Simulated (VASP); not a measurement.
Write the native input for VASP 6.6.1 that does the following.

```
Task                   : single point
Functional             : PBE
Potentials or basis    : VASP PAW PBE potentials, release 64 (Mg, O, Si)
Cutoff                 : 520 eV
k mesh                 : 9 × 9 × 1
Occupations            : gaussian, width 0.05 eV
Spin                   : collinear spin
Starting moments       : [0.0, 0.0, 0.0, 0.0, 0.0, 0.0, 2.0] μB
Dipole correction      : yes
Further INCAR settings : ALGO = Normal; EDIFF = 1e-06; NBANDS = 27
```

The structure of Mg3SiO3 lies in POSCAR:

```
Mg3SiO3
1.0
    3.0085896295      0.0000000000      0.0000000000
    0.0000000000      3.0085896295      0.0000000000
    0.0000000000      0.0000000000     19.7799623107
Mg O Si
3 3 1
Direct
    0.5000000000      0.5000000000      0.2022248545
    0.0000000000      0.0000000000      0.3100331116
    0.5000000000      0.5000000000      0.4161289118
    0.0000000000      0.0000000000      0.2022248545
    0.5000000000      0.5000000000      0.3095409235
    0.0000000000      0.0000000000      0.4186035434
    0.0000000000      0.5000000000      0.5641916543
```

These files were run (other wordings do the same):

INCAR

```
SYSTEM = Mg3SiO3
PREC     = Accurate       ! precision mode
ENCUT    = 520            ! plane-wave cutoff, eV
EDIFF    = 1E-6           ! SCF threshold, eV
ISMEAR   = 0              ! smearing method
SIGMA    = 0.05           ! smearing width, eV
LREAL    = .FALSE.        ! projectors in reciprocal space
LASPH    = .TRUE.         ! aspherical terms in the spheres
NELM     = 150            ! most SCF steps
ALGO     = Normal         ! electronic algorithm
ISIF     = 2              ! what is computed and relaxed
LWAVE    = .FALSE.        ! write WAVECAR
LCHARG   = .FALSE.        ! write CHGCAR
ISPIN    = 2              ! spin polarisation
MAGMOM   = 0 0 0 0 0 0 2  ! initial moments
LORBIT   = 11             ! projections on sites
LDIPOL   = .TRUE.       
IDIPOL   = 3            
DIPOL    = 0.5 0.5 0.346
GGA      = PE             ! functional
NBANDS   = 27             ! bands
```

KPOINTS

```
regular mesh
0
G
  9 9 1
  0 0 0
```

Potentials or basis: VASP PAW PBE potentials, release 64 (Mg, O, Si).

The run is started by

```sh
$ cat potpaw_PBE.64/Mg/POTCAR potpaw_PBE.64/O/POTCAR potpaw_PBE.64/Si/POTCAR > POTCAR
$ mpirun -np 1 vasp_std > vasp.out
```

Results of the run:

* Largest force: 0.445 eV/Å
* Band gap on the k mesh: zero (filled and empty bands overlap)
* Net moment: 0.00 μB per cell
* Valence electrons inside the program's atomic spheres: Mg 0.35, 0.39, 0.36; O 5.03, 5.09 (each value once); Si 1.47

It took 5.2 min on 1 thread of Intel(R) Xeon(R) 6975P-C (Granite Rapids), with other jobs on the host, peak memory 0.43 GiB.
